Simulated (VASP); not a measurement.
# CeTe (Pm-3m) in VASP: further runs, part 2 of 2

VASP 6.6.1. The steps go on from the part before.

**4. Single point, LDA, collinear spin, ferromagnetic start**

This run uses another cell than the first one, of 31.08 Å³/atom.

File INCAR:

```
SYSTEM = CeTe
PREC     = Accurate       ! precision mode
ENCUT    = 520            ! plane-wave cutoff, eV
EDIFF    = 1E-7           ! SCF threshold, eV
ISMEAR   = -1             ! smearing method
SIGMA    = 0.1            ! smearing width, eV
LREAL    = .FALSE.        ! projectors in reciprocal space
LASPH    = .TRUE.         ! aspherical terms in the spheres
NELM     = 150            ! most SCF steps
ALGO     = Normal         ! electronic algorithm
ISIF     = 2              ! what is computed and relaxed
LWAVE    = .FALSE.        ! write WAVECAR
LCHARG   = .FALSE.        ! write CHGCAR
ISPIN    = 2              ! spin polarisation
MAGMOM   = 0.7 0          ! initial moments
LORBIT   = 11             ! projections on sites
LMAXMIX  = 6              ! l up to which the mixer works
NBANDS   = 20             ! bands
```

File KPOINTS:

```
Automatic mesh
0
G
  8 8 8
  0 0 0
```

File POSCAR:

```
CeTe
1.0
    3.9612676930      0.0000000000      0.0000000000
    0.0000000000      3.9612676930      0.0000000000
    0.0000000000      0.0000000000      3.9612676930
Ce Te
1 1
Direct
    0.0000000000      0.0000000000      0.0000000000
    0.5000000000      0.5000000000      0.5000000000
```

Potentials or basis: VASP PAW LDA potentials, release 64 (Ce, Te).

Command:

```console
$ cat potpaw_LDA.64/Ce/POTCAR potpaw_LDA.64/Te/POTCAR > POTCAR
$ mpirun -np 1 vasp_std > vasp.out
```

OUTCAR:

```text
SYSTEM = CeTe
   PREC = Accurate
   ENCUT = 520
   EDIFF = 1E-7
   ISMEAR = -1
   LREAL = .FALSE.
   LASPH = .TRUE.
   NELM = 150
   ISIF = 2
   ISPIN = 2
   LORBIT = 11

 ion  position               nearest neighbor table
   1  0.000  0.000  0.000-
   2  0.500  0.500  0.500-

  LATTYP: Found a simple cubic cell.
 ALAT       =     3.9612676930

  Lattice vectors:

 A1 = (   3.9612676930,   0.0000000000,   0.0000000000)
 A2 = (   0.0000000000,   3.9612676930,   0.0000000000)
 A3 = (   0.0000000000,   0.0000000000,   3.9612676930)

Analysis of symmetry for initial positions (statically):
=====================================================================
 Subroutine PRICEL returns:
 Original cell was already a primitive cell.

 Routine SETGRP: Setting up the symmetry group for a
 simple cubic supercell.

 Subroutine GETGRP returns: Found 48 space group operations
 (whereof 48 operations were pure point group operations)
 out of a pool of 48 trial point group operations.

[... 740 lines left out ...]

 spin component 2

 k-point     1 :       0.0000    0.0000    0.0000
  band No.  band energies     occupation
      1     -26.6878      1.00000
      2      -9.4935      1.00000
      3      -9.4935      1.00000
      4      -9.4935      1.00000
      5      -4.4360      1.00000
      6       6.2314      1.00000
[... 541 lines left out ...]
     19      11.0910      0.00000
     20      12.3604      0.00000

 [... further k-points ...]
[... 5 lines left out ...]
  --------------------------------------------------------------------------------------
  -------------------------------------------------------------------------------------
  Total       -2.7990565     -2.7990565     -2.7990565      0.0000000      0.0000000     -0.0000000
  in kB      -72.1472329    -72.1472329    -72.1472329      0.0000000      0.0000000     -0.0000000
  external PRESSURE =     -72.1472329 kB  Pullay stress =       0.0000000 kB

 VOLUME and BASIS-vectors are now :
 -----------------------------------------------------------------------------
  energy-cutoff  :      520.00
  volume of cell :       62.16
      direct lattice vectors                 reciprocal lattice vectors
     3.961267693  0.000000000  0.000000000     0.252444439  0.000000000  0.000000000
     0.000000000  3.961267693  0.000000000     0.000000000  0.252444439  0.000000000
     0.000000000  0.000000000  3.961267693     0.000000000  0.000000000  0.252444439

 POSITION                                       TOTAL-FORCE (eV/Angst)
 -----------------------------------------------------------------------------------
      0.00000      0.00000      0.00000         0.000000      0.000000      0.000000
      1.98063      1.98063      1.98063         0.000000      0.000000      0.000000
 -----------------------------------------------------------------------------------
    total drift:                                0.000000     -0.000000     -0.000000

  FREE ENERGIE OF THE ION-ELECTRON SYSTEM (eV)
  ---------------------------------------------------
  free  energy   TOTEN  =       -12.9747824273 eV

  energy  without entropy=      -12.6872009546  energy(sigma->0) =      -12.83099169

 total charge

# of ion       s       p       d       f       tot
--------------------------------------------------
    1        2.038   5.660   0.736   1.172   9.606
    2        1.352   2.060   0.028   0.000   3.440
--------------------------------------------------
tot          3.390   7.720   0.764   1.172  13.046

 magnetization (x)

# of ion       s       p       d       f       tot
--------------------------------------------------
    1        0.004   0.002   0.151   1.008   1.165
    2       -0.003  -0.027   0.005   0.000  -0.024
--------------------------------------------------
tot          0.002  -0.025   0.157   1.008   1.141
```

OSZICAR:

```text
N       E                     dE             d eps       ncg     rms          rms(c)
DAV:   1     0.128462577138E+03    0.12846E+03   -0.68813E+03  2800   0.895E+02
DAV:   2     0.410780399113E+01   -0.12435E+03   -0.11000E+03  3368   0.170E+02
DAV:   3    -0.125215178800E+02   -0.16629E+02   -0.16153E+02  3228   0.733E+01
DAV:   4    -0.129631129614E+02   -0.44160E+00   -0.43862E+00  4168   0.106E+01
[... 37 lines left out ...]
DAV:  42    -0.129747867691E+02   -0.29531E-05   -0.72088E-06  3844   0.114E-02    0.421E-01
DAV:  43    -0.129747820561E+02    0.47130E-05   -0.42774E-06  4040   0.954E-03    0.348E-01
DAV:  44    -0.129747820513E+02    0.47919E-08   -0.25180E-06  3600   0.664E-03    0.120E-01
DAV:  45    -0.129747823855E+02   -0.33416E-06   -0.40709E-07  3136   0.319E-03    0.315E-02
DAV:  46    -0.129747824273E+02   -0.41867E-07   -0.15469E-07  1924   0.215E-03
   1 F= -.12974782E+02 E0= -.12830992E+02  d E =-.287581E+00  mag=     1.3830
```

stdout:

```text
POSCAR found type information on POSCAR CeTe
 POSCAR found :  2 types and       2 ions
 scaLAPACK will be used
 LDA part: xc-table for (Slater(with rela. corr.)+CA(PZ))
 , standard interpolation
 POSCAR, INCAR and KPOINTS ok, starting setup
 FFT: planning ... GRIDC
 FFT: planning ... GRID_SOFT
 FFT: planning ... GRID
 WAVECAR not read
 entering main loop
```

Wall time 6 min (1 thread of Intel Xeon 8259CL, shared host); peak memory 0.23 GiB.

Results:

```
Free energy                                           : -12.9748 eV
Pressure                                              : -7.2 GPa
Net moment                                            : 1.38 μB per cell
Site moments                                          : Ce +1.17; Te -0.02 μB
Valence electrons inside the program's atomic spheres : Ce 9.61; Te 3.44
```

Levels at points of the mesh, in eV from the Fermi level:
Spin up:
| k point | band 7 | band 8 | band 9 | band 10 | band 11 | band 12 |
| --- | --- | --- | --- | --- | --- | --- |
| (0.00, 0.00, 0.00) | -1.58 | -1.58 | -1.20 | -1.20 | 0.16 | 0.16 |
| (0.50, 0.00, 0.00) | -2.18 | -2.18 | -0.42 | -0.07 | 0.09 | 0.17 |
| (0.50, 0.50, 0.00) | -3.64 | -1.26 | -0.92 | 0.12 | 0.12 | 0.31 |
| (0.50, 0.50, 0.50) | -4.75 | -4.75 | 0.16 | 0.16 | 0.16 | 0.31 |
Spin down:
| k point | band 6 | band 7 | band 8 | band 9 | band 10 | band 11 |
| --- | --- | --- | --- | --- | --- | --- |
| (0.00, 0.00, 0.00) | -1.48 | -1.48 | -1.48 | -0.89 | -0.89 | 0.76 |
| (0.50, 0.00, 0.00) | -5.24 | -2.10 | -2.10 | -0.05 | 0.48 | 0.77 |
| (0.50, 0.50, 0.00) | -3.57 | -3.57 | -1.13 | -0.61 | 0.79 | 0.79 |
| (0.50, 0.50, 0.50) | -4.67 | -4.67 | -4.67 | 0.85 | 0.85 | 0.85 |

Caveat: the magnetic or orbital state may not be the lowest; the cell stands under tension; spin-orbit coupling is left out, which moves the levels of the heavy elements; semilocal functionals describe open f shells poorly, which spoils levels, moments and volumes. The state reached can hang on the start; a lower one may exist.

**5. Single point, LDA, collinear spin, ferromagnetic start**

This run uses another cell than the first one, of 32.23 Å³/atom.

File INCAR:

```
SYSTEM = CeTe
PREC = Accurate
ENCUT = 520
EDIFF = 1E-6
ISMEAR = -1
SIGMA = 0.1
LREAL = .FALSE.
LASPH = .TRUE.
NELM = 150
ALGO = Normal
ISIF = 2
LWAVE = .FALSE.
LCHARG = .FALSE.
ISPIN = 2
MAGMOM = 0.7 0
LORBIT = 11
LMAXMIX = 6
NBANDS = 20
```

File KPOINTS:

```
regular mesh
0
G
  8 8 8
  0 0 0
```

File POSCAR:

```
CeTe
1.0
    4.0095805970      0.0000000000      0.0000000000
    0.0000000000      4.0095805970      0.0000000000
    0.0000000000      0.0000000000      4.0095805970
Ce Te
1 1
Direct
    0.0000000000      0.0000000000      0.0000000000
    0.5000000000      0.5000000000      0.5000000000
```

Command:

```console
$ cat potpaw_LDA.64/Ce/POTCAR potpaw_LDA.64/Te/POTCAR > POTCAR
$ mpirun -np 1 vasp_std > vasp.out
```

It took 2.5 min on 1 thread of Intel Xeon 8259CL, shared host; peak memory 0.22 GiB.

The run converged. Its results:

```yaml
Free_energy: -12.8651 eV
Pressure: -8.2 GPa
Net_moment: 1.44 μB per cell
Site_moments: Ce +1.21; Te -0.03 μB
Valence_electrons_inside_the_program's_atomic_spheres: Ce 9.59; Te 3.43
```

Levels at points of the mesh, in eV from the Fermi level:
Spin up:
| k point | band 6 | band 7 | band 8 | band 9 | band 10 | band 11 | band 12 | band 13 |
| --- | --- | --- | --- | --- | --- | --- | --- | --- |
| (0.00, 0.00, 0.00) | -1.60 | -1.60 | -1.60 | -1.13 | -1.13 | 0.16 | 0.16 | 0.16 |
| (0.50, 0.00, 0.00) | -5.24 | -2.14 | -2.14 | -0.39 | -0.06 | 0.09 | 0.16 | 0.16 |
| (0.50, 0.50, 0.00) | -3.60 | -3.60 | -1.26 | -0.90 | 0.11 | 0.11 | 0.30 | 0.30 |
| (0.50, 0.50, 0.50) | -4.60 | -4.60 | -4.60 | 0.15 | 0.15 | 0.15 | 0.29 | 0.31 |
Spin down:
```csv
k point,band 5,band 6,band 7,band 8,band 9,band 10,band 11,band 12
"(0.00, 0.00, 0.00)",-12.04,-1.50,-1.50,-1.50,-0.80,-0.80,0.78,0.78
"(0.50, 0.00, 0.00)",-11.13,-5.12,-2.07,-2.07,0.00,0.52,0.79,0.79
"(0.50, 0.50, 0.00)",-11.21,-3.52,-3.52,-1.13,-0.58,0.81,0.81,0.93
"(0.50, 0.50, 0.50)",-10.64,-4.52,-4.52,-4.52,0.86,0.86,0.86,0.90
```

Caveat: the magnetic or orbital state may not be the lowest; the cell stands under tension; spin-orbit coupling is left out, which moves the levels of the heavy elements; semilocal functionals describe open f shells poorly, which spoils levels, moments and volumes.

**6. Summary**

| cell | gap on the mesh (eV) | pressure (GPa) | moment (μB) |
| --- | --- | --- | --- |
| a = 3.861 Å, 2 atoms | none | -4.3 | 1.23 |
| a = 3.912 Å, 2 atoms | none | -5.8 | 1.31 |
| a = 3.961 Å, 2 atoms | none | -7.2 | 1.38 |
| a = 4.010 Å, 2 atoms | none | -8.2 | 1.44 |

Alike in all rows: task single point; level LDA; potentials or basis VASP PAW LDA potentials, release 64 (Ce, Te); spin collinear, ferromagnetic start; k mesh 8 × 8 × 8; cutoff (eV) 520; smearing fermi-dirac 0.1 eV.

Caveats: the magnetic or orbital state may not be the lowest; the cell stands under tension; spin-orbit coupling is left out, which moves the levels of the heavy elements; semilocal functionals describe open f shells poorly, which spoils levels, moments and volumes.

Total energies depend on the potentials used, so only differences within one code and one set of settings carry meaning.
